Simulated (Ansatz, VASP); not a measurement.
## Two plane-wave programs on BAs

Contents of INCAR:

```
SYSTEM = BAs
ALGO = Normal ; EDIFF = 1E-8
ENCUT = 520 ; ISIF = 2
ISMEAR = -1 ; LASPH = .True.
LCHARG = .False. ; LEFG = .True.
LREAL = .False. ; LWAVE = .False.
NBANDS = 11 ; NELM = 80
PREC = Accurate ; SIGMA = 0.01
```

File KPOINTS:

```
k-points
0
Gamma
  15 15 15
  0 0 0
```

POSCAR

```
BAs
1.0
    0.0000000000      2.4096270000      2.4096270000
    2.4096270000      0.0000000000      2.4096270000
    2.4096270000      2.4096270000      0.0000000000
B As
1 1
Direct
    0.7500000000      0.7500000000      0.7500000000
    0.0000000000      0.0000000000      0.0000000000
```

Input for Ansatz:

```yaml
crystal:
  lattice:
    - [0.0, 2.409627, 2.409627]
    - [2.409627, 0.0, 2.409627]
    - [2.409627, 2.409627, 0.0]
  atoms:
    - { symbol: B, position: [0.75, 0.75, 0.75] }
    - { symbol: As, position: [0.0, 0.0, 0.0] }
kpoints:
  mp_grid: { grid: [15, 15, 15] }
scf:
  occupations: { method: fermi_dirac, width: 0.01 }
hamiltonian:
  xc: lda
  pseudopotentials: { kind: paw }
output:
  forces: true
  stress: true
  eigenvalues: true
  efg: { contact_densities: true }
```

Alike in both runs: task electric field gradients; functional LDA; k mesh 15 × 15 × 15; occupations fermi-dirac, width 0.01 eV; no spin polarisation.

```csv
,VASP,Ansatz
version,VASP 6.6.1,Ansatz 0.2.0
potentials or method,"VASP PAW LDA potentials, release 64 (B, As)","PAW with Ansatz's default frozen-core files, scalar-relativistic"
plane-wave cutoff (eV),520,420
valence electrons in the cell,8,18
```

|  | VASP | Ansatz | Ansatz less VASP |
| --- | --- | --- | --- |
| gap on the k mesh at the Fermi level (eV) | 1.15 | 1.15 | +0.007 |
| pressure (GPa) | -6.5 | -7.2 | -0.74 |

LDA's correlation is that of Perdew and Zunger in VASP and of Perdew and Wang (1992) in Ansatz. VASP's potentials hold 8 valence electrons a cell and Ansatz's 18, so a difference there can come from the potentials and not from the codes.
